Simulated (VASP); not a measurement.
Hf:

```
Hf
1.0
     3.19670    0.00000    0.00000
    -1.59835    2.76842    0.00000
     0.00000    0.00000    5.05780
Hf
2
Direct
  0.66667 0.33333 0.75000
  0.33333 0.66667 0.25000
```

| Quantity | Value |
| --- | --- |
| Program | VASP 6.6.1 |
| Task | relaxation of cell and atoms |
| Functional | LDA |
| Potentials or basis | VASP PAW LDA potentials, release 64 (Hf_pv) |
| Cutoff | 600 eV |
| k mesh | 10 × 10 × 5 |
| Occupations | fermi-dirac, width 0.05 eV |
| Spin | no spin polarisation |

At the start: pressure -7.8 GPa; volume 22.38 Å³/atom.

Where does the relaxation end?

Over 4 steps the energy falls by 40.4 meV/atom and the volume is 20.81 Å³/atom (-7.0 %); space group P6_3/mmc (No. 194, to 0.1 Å) before and after.

Step by step:
```csv
step,energy change (eV),largest force (eV/Å),pressure (GPa),volume (Å³)
1,0.0000,0.0000,-7.79,44.76
2,0.0518,0.0000,12.78,38.07
3,-0.0807,0.0000,-0.20,41.68
4,-0.0807,0.0000,-0.02,41.62
```

Final structure:
```xyz
2
Lattice="3.1217 0.0000 0.0000 -1.5609 2.7035 0.0000 0.0000 0.0000 4.9319" Properties=species:S:1:pos:R:3 pbc="T T T"
Hf    1.5609    0.9012    3.6989
Hf    0.0000    1.8023    1.2330
```
